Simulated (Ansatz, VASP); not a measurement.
GaAs in VASP and in Ansatz

File INCAR:

```
SYSTEM = GaAs
ALGO = Normal
EDIFF = 1E-7
ENCUT = 520
ISIF = 2
ISMEAR = -1
LASPH = .TRUE.
LCHARG = .TRUE.
LELF = .TRUE.
LREAL = .FALSE.
LVHAR = .TRUE.
LWAVE = .FALSE.
NBANDS = 16
NELM = 80
PREC = Accurate
SIGMA = 0.08
```

Contents of KPOINTS:

```
k-points
0
G
  13 13 13
  0 0 0
```

The input POSCAR:

```
GaAs
1.0
    0.0000000000      2.5111417159      2.5111417159
    2.5111417159      0.0000000000      2.5111417159
    2.5111417159      2.5111417159      0.0000000000
Ga As
1 1
Direct
    0.0000000000      0.0000000000      0.0000000000
    0.2500000000      0.2500000000      0.2500000000
```

Input for Ansatz:

```yaml
crystal:
  lattice:
    - [0.0, 2.5111417159, 2.5111417159]
    - [2.5111417159, 0.0, 2.5111417159]
    - [2.5111417159, 2.5111417159, 0.0]
  atoms:
    - { symbol: Ga, position: [0.0, 0.0, 0.0] }
    - { symbol: As, position: [0.25, 0.25, 0.25] }
kpoints:
  mp_grid: { grid: [13, 13, 13] }
scf:
  occupations: { method: fermi_dirac, width: 0.08 }
hamiltonian:
  xc: lda
  pseudopotentials: { kind: paw }
output:
  forces: true
  stress: true
  eigenvalues: true
  populations: true
  write_density: true
  write_potential: true
  elf: true
  volumetric_format: npy
```

Change from the starting cell: volume scaled by 0.72, PAW files.

Alike in both runs: task single point; functional LDA; k mesh 13 × 13 × 13; occupations fermi-dirac, width 0.08 eV; no spin polarisation.

|  | VASP | Ansatz |
| --- | --- | --- |
| version | VASP 6.6.1 | Ansatz 0.2.0 |
| potentials or method | VASP PAW LDA potentials, release 64 (Ga_d, As) | PAW with Ansatz's default frozen-core files, scalar-relativistic |
| plane-wave cutoff (eV) | 520 | 420 |
| valence electrons in the cell | 18 | 28 |

VASP gave:

* pressure (GPa): 52.4

Q: What did Ansatz give for the same quantities?

A: Pressure (GPa): 51.2.

LDA's correlation is that of Perdew and Zunger in VASP and of Perdew and Wang (1992) in Ansatz. Both programs put the cell under a high pressure, so it lies far from rest at this level. VASP's potentials hold 18 valence electrons a cell and Ansatz's 28, so a difference there can come from the potentials and not from the codes.
